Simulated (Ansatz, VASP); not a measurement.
## Ti in VASP and in Ansatz

The input INCAR:

```
PREC = Accurate
ENCUT = 520
EDIFF = 1E-6
ISMEAR = 0
SIGMA = 0.15
LREAL = F
LASPH = T
NELM = 100
ALGO = Fast
ISIF = 2
LWAVE = F
LCHARG = T
GGA = PE
LELF = T
LVHAR = T
NBANDS = 12
```

KPOINTS

```
Automatic mesh
0
Gamma
  22 22 22
```

Contents of POSCAR:

```
Ti
1.0
   -1.4727484151      1.4727484151      2.3060294683
    1.4727484151     -1.4727484151      2.3060294683
    1.4727484151      1.4727484151     -2.3060294683
Ti
1
Direct
    0.0000000000      0.0000000000      0.0000000000
```

Input for Ansatz:

```yaml
crystal:
  lattice:
    - [-1.4727484151, 1.4727484151, 2.3060294683]
    - [1.4727484151, -1.4727484151, 2.3060294683]
    - [1.4727484151, 1.4727484151, -2.3060294683]
  atoms:
    - { symbol: Ti, position: [0.0, 0.0, 0.0] }
basis:
  ecutwfc: 520.0
kpoints:
  mp_grid: { grid: [22, 22, 22] }
hamiltonian:
  xc: pbe
  pseudopotentials: { kind: paw, azcp: { folder: soft_1 } }
scf:
  occupations: { method: gaussian, width: 0.15 }
output:
  forces: true
  stress: true
  eigenvalues: true
```

Alike in both runs: task single point; functional PBE; k mesh 22 × 22 × 22; occupations gaussian, width 0.15 eV; no spin polarisation.

```csv
,VASP,Ansatz
version,VASP 6.6.1,Ansatz 0.2.0
potentials or method,"VASP PAW PBE potentials, release 64 (Ti_sv), cutoff 520 eV","scalar-relativistic, plane waves, PAW"
valence electrons in the cell,12,12
```

Ansatz gave:

| Property | Result |
| --- | --- |
| gap on the k mesh at the Fermi level (eV) | none |
| pressure (GPa) | -11.8 |
| traceless stress, the component that is largest in VASP (GPa) | -2.16 |

Task: What did VASP give for the same quantities?

Result: gap on the k mesh at the Fermi level (eV): none; pressure (GPa): -11.9; traceless stress, the component that is largest in VASP (GPa): -2.16.

A gap of «none» marks a metal or a gap that the smearing closes. With one functional, cell and mesh, what is left measures potentials, basis and numerics.
